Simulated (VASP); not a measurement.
# BP (F-43m) in VASP: G0W0 quasiparticle levels with PBE

Aim: the G0W0 quasiparticle levels of BP with PBE.

Everything below comes from runs of VASP 6.6.1. Logs are shortened: lines on timing, memory, paths and dates and some standing lists are left out, and cuts for length are marked.

## (1) The cell of the first run

Symmetry: F-43m, No. 216, cubic system. Conventional cell: a = 4.537 Å, b = 4.537 Å, c = 4.537 Å, α = 90.00°, β = 90.00°, γ = 90.00°. B (site symmetry -43m) has 4 P at 1.96 Å within 2.6 Å. P (site symmetry -43m) has 4 B at 1.96 Å within 2.6 Å.

## (2) G0W0 quasiparticle levels, PBE

Input file POSCAR:

```
BP
1.0
    0.0000000000      2.2683158654      2.2683158654
    2.2683158654      0.0000000000      2.2683158654
    2.2683158654      2.2683158654      0.0000000000
B P
1 1
Direct
    0.0000000000      0.0000000000      0.0000000000
    0.2500000000      0.2500000000      0.2500000000
```

Input file INCAR.step1:

```
  PREC = Accurate
  ENCUT = 500
  EDIFF = 1E-8
  ISMEAR = 0
  SIGMA = 0.01
  LREAL = F
  LASPH = T
  NELM = 80
  ALGO = Normal
  LWAVE = T
  LCHARG = F
  GGA = PE
```

Input file INCAR.step2:

```
  PREC = Accurate
  ENCUT = 500
  EDIFF = 1E-8
  ISMEAR = 0
  SIGMA = 0.01
  LREAL = F
  LASPH = T
  NELM = 1
  ALGO = Exact
  LWAVE = T
  LCHARG = F
  GGA = PE
  NBANDS = 73
  LOPTICS = T
  ISTART = 1
```

Input file INCAR.step3:

```
  PREC = Accurate
  ENCUT = 500
  EDIFF = 1E-8
  ISMEAR = 0
  SIGMA = 0.01
  LREAL = F
  LASPH = T
  ALGO = EVGW0
  LWAVE = F
  LCHARG = F
  GGA = PE
  NELMGW = 1
  NBANDS = 73
  ENCUTGW = 120.0
  NOMEGA = 96
  PRECFOCK = Fast
  ISTART = 1
  NBANDSGW = 12
  OMEGAMAX = 20
```

Input file KPOINTS:

```
Automatic mesh
0
Gamma
  6 6 6
```

Potentials or basis: VASP PAW PBE potentials, release 64 (B_GW, P_GW).

On the command line:

```bash
$ cat potpaw_PBE.64/B_GW/POTCAR potpaw_PBE.64/P_GW/POTCAR > POTCAR
$ cp INCAR.step1 INCAR
$ mpirun -np 1 vasp_std > vasp.out
$ cp INCAR.step2 INCAR
$ mpirun -np 1 vasp_std > vasp.out
$ cp INCAR.step3 INCAR
$ mpirun -np 1 vasp_std > vasp.out
```

OUTCAR:

```text
PREC = Accurate
   ENCUT = 500
   EDIFF = 1E-8
   ISMEAR = 0
   LREAL = F
   LASPH = T
   GGA = PE
   NELMGW = 1
   ENCUTGW = 120.0
   PRECFOCK = Fast
   ISTART = 1

 ion  position               nearest neighbor table
   1  0.000  0.000  0.000-   2 1.96   2 1.96   2 1.96   2 1.96
   2  0.250  0.250  0.250-   1 1.96   1 1.96   1 1.96   1 1.96

  LATTYP: Found a face centered cubic cell.
 ALAT       =     4.5366317308

  Lattice vectors:

 A1 = (   0.0000000000,   2.2683158654,   2.2683158654)
 A2 = (   2.2683158654,   0.0000000000,   2.2683158654)
 A3 = (   2.2683158654,   2.2683158654,   0.0000000000)

Analysis of symmetry for initial positions (statically):
=====================================================================
 Subroutine PRICEL returns:
 Original cell was already a primitive cell.

 Routine SETGRP: Setting up the symmetry group for a
 face centered cubic supercell.

 Subroutine GETGRP returns: Found 24 space group operations
 (whereof 24 operations were pure point group operations)
 out of a pool of 48 trial point group operations.

The static configuration has the point symmetry T_d .

Analysis of symmetry for dynamics (positions and initial velocities):
=====================================================================
 Subroutine PRICEL returns:
 Original cell was already a primitive cell.

 Routine SETGRP: Setting up the symmetry group for a
 face centered cubic supercell.

 Subroutine GETGRP returns: Found 24 space group operations
 (whereof 24 operations were pure point group operations)
 out of a pool of 48 trial point group operations.

The dynamic configuration has the point symmetry T_d .

 Subroutine INISYM returns: Found 24 space group operations
 (whereof 24 operations are pure point group operations),
 and found     1 'primitive' translations

----------------------------------------------------------------------------------------

                                     Primitive cell

  volume of cell :      23.3421

  direct lattice vectors                    reciprocal lattice vectors
     0.000000000  2.268315865  2.268315865    -0.220427855  0.220427855  0.220427855
     2.268315865  0.000000000  2.268315865     0.220427855 -0.220427855  0.220427855
     2.268315865  2.268315865  0.000000000     0.220427855  0.220427855 -0.220427855

  length of vectors
     3.207883061  3.207883061  3.207883061     0.381792244  0.381792244  0.381792244

  position of ions in fractional coordinates (direct lattice)
     0.000000000  0.000000000  0.000000000
     0.250000000  0.250000000  0.250000000

  ion indices of the primitive-cell ions
   primitive index   ion index
                 1           1
                 2           2

----------------------------------------------------------------------------------------

 KPOINTS: Automatic mesh

Automatic generation of k-mesh.
 Grid dimensions read from file:
 generate k-points for:    6    6    6

 Generating k-lattice:

  Cartesian coordinates                     Fractional coordinates (reciprocal lattice)
    -0.036737976  0.036737976  0.036737976     0.166666667  0.000000000  0.000000000
     0.036737976 -0.036737976  0.036737976     0.000000000  0.166666667  0.000000000
     0.036737976  0.036737976 -0.036737976     0.000000000  0.000000000  0.166666667

  Length of vectors
     0.063632041  0.063632041  0.063632041

  Shift w.r.t. Gamma in fractional coordinates (k-lattice)
     0.000000000  0.000000000  0.000000000

 Subroutine IBZKPT returns following result:
 ===========================================

 Found     16 irreducible k-points:

 Following reciprocal coordinates:
            Coordinates               Weight
  0.000000  0.000000  0.000000      1.000000
  0.166667  0.000000  0.000000      8.000000
  0.333333  0.000000  0.000000      8.000000
  0.500000  0.000000  0.000000      4.000000
  0.166667  0.166667  0.000000      6.000000
  0.333333  0.166667  0.000000     24.000000
[... 8 lines left out ...]
 -0.333333  0.333333  0.166667     24.000000
 -0.333333  0.500000  0.166667     12.000000
   k-points           NKPTS =     16   k-points in BZ     NKDIM =    216   number of bands    NBANDS=     73
   number of dos      NEDOS =    301   number of ions     NIONS =      2
   total plane-waves  NPLWV =  13824
   dimension x,y,z NGX =    24 NGY =   24 NGZ =   24
   dimension x,y,z NGXF=    48 NGYF=   48 NGZF=   48
   ions per type =               1   1
   NGX,Y,Z   is equivalent  to a cutoff of  12.44, 12.44, 12.44 a.u.
   NGXF,Y,Z  is equivalent  to a cutoff of  24.88, 24.88, 24.88 a.u.
 SYSTEM =  unknown system
   PREC   = accura    normal or accurate (medium, high low for compatibility)
   ISTART =      1    job   : 0-new  1-cont  2-samecut
   ICHARG =      0    charge: 1-file 2-atom 10-const
   ISPIN  =      1    spin polarized calculation?
   LNONCOLLINEAR =      F non collinear calculations
   LSORBIT =      F    spin-orbit coupling
   LASPH  =      T    aspherical Exc in radial PAW
   ENCUT  =  500.0 eV  36.75 Ry    6.06 a.u.   5.85  5.85  5.85*2*pi/ulx,y,z
   NELM   =     60;   NELMIN=  2; NELMDL=  0     # of ELM steps
   EDIFF  = 0.1E-07   stopping-criterion for ELM
   LREAL  =      F    real-space projection
   EDIFFG = 0.1E-06   stopping-criterion for IOM
   NSW    =      0    number of steps for IOM
   IBRION =     -1    ionic relax: 0-MD 1-quasi-New 2-CG
   NFREE  =      0    steps in history (QN), initial steepest desc. (CG)
   ISIF   =      0    stress and relaxation
   ISYM   =      3    0-nonsym 1-usesym 2-fastsym
   POTIM  = 0.5000    time-step for ionic-motion
   TEBEG  =    0.0;   TEEND  =   0.0 temperature during run
   PSTRESS=    0.0 pullay stress
   NELECT =       8.0000    total number of electrons
   NUPDOWN=      -1.0000    fix difference up-down
   EMIN   =  10.00;   EMAX   =-10.00  energy-range for DOS
   EFERMI =   0.00;   METHOD = LEGACY
   ISMEAR =     0;   SIGMA  =   0.01  broadening in eV -4-tet -1-fermi 0-gaus
   EFERMI_NEDOS =   21; number of points for ismear=-14 and -15
   IALGO  =     38    algorithm
   IMIX   =      4    mixing-type and parameters
     AMIX     =   0.40;   BMIX     =  1.00
     AMIX_MAG =   1.60;   BMIX_MAG =  1.00
  volume/ion in A,a.u.               =      11.67        78.76
  Fermi-wavevector in a.u.,A,eV,Ry     =   1.145666  2.164995 17.858330  1.312550
  Thomas-Fermi vector in A             =   2.282353
   LORBIT       =      0    0 simple, 1 ext, 2 COOP (PROOUT), +10 PAW based schemes
   GGA     = PE    functional components
   LHFCALC =     T    Hartree Fock is set to
   PRECFOCK=fast      Normal, Fast or Accurate (Low or Medium for compatibility)
   ENCUT4O =  -1.0   cutoff for four orbital integrals eV
   NKREDX  =     1    reduce k-point grid by
   NKREDY  =     1    reduce k-point grid by
   NKREDZ  =     1    reduce k-point grid by
   AEXX    =    1.0000 exact exchange contribution
   HFSCREEN=    0.0000 screening length (either q_TF or 0.3 A-1)
   HFSCREENC=   0.0000 screening length for correlation (either q_TF or 0.3 A-1)
   ENCUTFOCK=  -1.0 apply spherical cutoff to Coloumb kernel
   IVDW    =     0    specifies the selected vdW correction
   LEPSILON=     F    determine dielectric tensor
   LRPA    =     F    only Hartree local field effects (RPA)
   LRPAFORCE           =     F    calculate RPA forces
   ENCUTGW             = 120.0    cutoff for response function in eV
   ENCUTGWSOFT         =  96.0    soft cutoff for Coulomb kernel in GW response function in eV
   ENCUTLF             =  -1.0    cutoff for local field effects
   NELMGW              =     1    number of iterations in solving QP/BSE equation
   NELMHF              =     1    number of iterations in the inner HF iteration
   NKREDLFX            =     1    NKREDLFY  =   1   NKREDLFZ  =   1
 non-spin polarized calculation
 Gauss-broadening in eV      SIGMA  =   0.01
  energy-cutoff  :      500.00
  volume of cell :       23.34
 maximum number of plane-waves:       609
  NGX = 14; NGY = 14; NGZ = 14
   NGX = 11   NGY = 11   NGZ = 11
 maximum number of plane-waves:        74
 NGX is ok and might be reduce to    14

 QP shifts <psi_nk| G(iteration)W_0 |psi_nk>: iteration 1
 for sc-GW calculations column KS-energies equals QP-energies in previous step
 and V_xc(KS)=  KS-energies - (<T + V_ion + V_H > + <T+V_H+V_ion>^1  + <V_x>^1)

 k-point   1 :       0.0000    0.0000    0.0000
  band No.  KS-energies  QP-energies   sigma(KS)   V_xc(KS)     V^pw_x(r,r')   Z            occupation Imag(sigma)

      1      -8.3229      -8.9726     -13.0151     -12.0613     -20.4864       0.6811       2.0000       1.3062
      2       7.1472       6.7540     -13.8051     -13.3071     -14.9343       0.7894       2.0000       0.0228
      3       7.1472       6.7540     -13.8051     -13.3071     -14.9343       0.7894       2.0000       0.0228
      4       7.1472       6.7540     -13.8051     -13.3071     -14.9343       0.7894       2.0000       0.0228
      5      10.5517      11.0127     -11.4936     -12.0801      -7.1377       0.7861       0.0000      -0.0537
      6      10.5517      11.0127     -11.4936     -12.0801      -7.1377       0.7861       0.0000      -0.0537
      7      10.5517      11.0127     -11.4936     -12.0801      -7.1377       0.7861       0.0000      -0.0537
      8      14.5364      15.0092     -12.1344     -12.7624      -6.2229       0.7529       0.0000      -0.1233
      9      18.6770      18.6567      -9.4890      -9.4630      -3.3702       0.7842       0.0000      -0.3058
     10      19.1687      19.7256     -11.0415     -11.7612      -4.9766       0.7739       0.0000      -0.2662
     11      19.1687      19.7256     -11.0415     -11.7612      -4.9766       0.7739       0.0000      -0.2662
     12      22.8365      22.9965      -9.7434      -9.9499      -2.8214       0.7752       0.0000      -0.7228

 k-point   2 :       0.1667    0.0000    0.0000
  band No.  KS-energies  QP-energies   sigma(KS)   V_xc(KS)     V^pw_x(r,r')   Z            occupation Imag(sigma)
[... 225 lines left out ...]
      1      -3.2635      -3.8031     -13.5628     -12.8151     -19.0786       0.7218       2.0000       0.5605
      2      -1.0811      -1.7684     -13.5307     -12.5672     -18.3022       0.7135       2.0000       0.3076
      3       1.8435       1.2047     -12.7845     -11.9309     -15.6503       0.7484       2.0000       0.0820
      4       1.9665       1.3406     -12.7791     -11.9434     -15.6108       0.7489       2.0000       0.0800
      5      10.9763      11.3076     -10.8986     -11.3203      -6.2232       0.7857       0.0000      -0.0621
      6      11.5942      11.9420     -10.8393     -11.2808      -6.0852       0.7878       0.0000      -0.0645
      7      16.2564      16.7546     -11.5680     -12.2363      -5.1915       0.7455       0.0000      -0.2136
      8      16.9204      17.4381     -11.5005     -12.1873      -5.1344       0.7537       0.0000      -0.2362
      9      20.0179      20.5814     -11.6970     -12.4554      -4.5451       0.7431       0.0000      -0.4530
     10      23.2183      23.7780     -11.4277     -12.1751      -3.9252       0.7489       0.0000      -0.6653
     11      23.6052      24.1559     -12.0353     -12.7697      -4.5522       0.7499       0.0000      -0.7196
     12      27.6010      27.9577     -11.4028     -11.8853      -3.7515       0.7393       0.0000      -1.0024
```

It took 2.6 min on 1 thread of Intel Xeon 6975P-C (Granite Rapids), shared host; peak memory 0.36 GiB.

Results:

```
Quasiparticle gap                                   : 1.93 eV
Least direct quasiparticle gap                      : 4.26 eV
Band gap of the starting levels on the mesh         : 1.33 eV
Least direct gap of the starting levels on the mesh : 3.40 eV
```

Caveat: the k points lie up to 0.40 Å⁻¹ apart; bands, screening cutoff and mesh are small and nothing is extrapolated, so the quasiparticle values aren't converged.
